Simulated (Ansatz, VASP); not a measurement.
# Two plane-wave programs on Si4W

```
CELL_PARAMETERS angstrom
3.97877 -2.55882 -0.63534
3.97877 2.55882 -0.63534
-2.65833 0.00000 4.44754
ATOMIC_POSITIONS crystal
Si 0.83911 0.46961 0.83768
Si 0.53039 0.16089 0.16232
Si 0.47008 0.83977 0.47152
Si 0.16023 0.52992 0.52848
W 0.00019 0.99981 0.00000
```

Change from the starting cell: species swapped into the OsO4 type (C2, No. 5).

Alike in both runs: functional PBE; k mesh 4 × 4 × 4; occupations gaussian, width 0.2 eV; no spin polarisation.

Ansatz relaxed the structure, and its values are those at the end. VASP's run is a single point on that final structure, the one shown.

|  | VASP | Ansatz |
| --- | --- | --- |
| version | VASP 6.6.1 | Ansatz 0.2.0 |
| potentials or method | VASP PAW PBE potentials, release 64 (Si, W_sv), cutoff 520 eV | scalar-relativistic, plane waves, PAW |
| valence electrons in the cell | 30 | 30 |

```tsv
	VASP	Ansatz	Ansatz less VASP
gap on the k mesh at the Fermi level (eV)	none	none	-
pressure (GPa)	-0.1	-0.1	+0.01
rms of the force components (eV/Å)	0.009	0.007	-0.0019
```

A gap of «none» marks a metal or a gap that the smearing closes.

The k mesh is coarse, so the values compare programs but aren't converged. Spin-orbit coupling is off throughout.
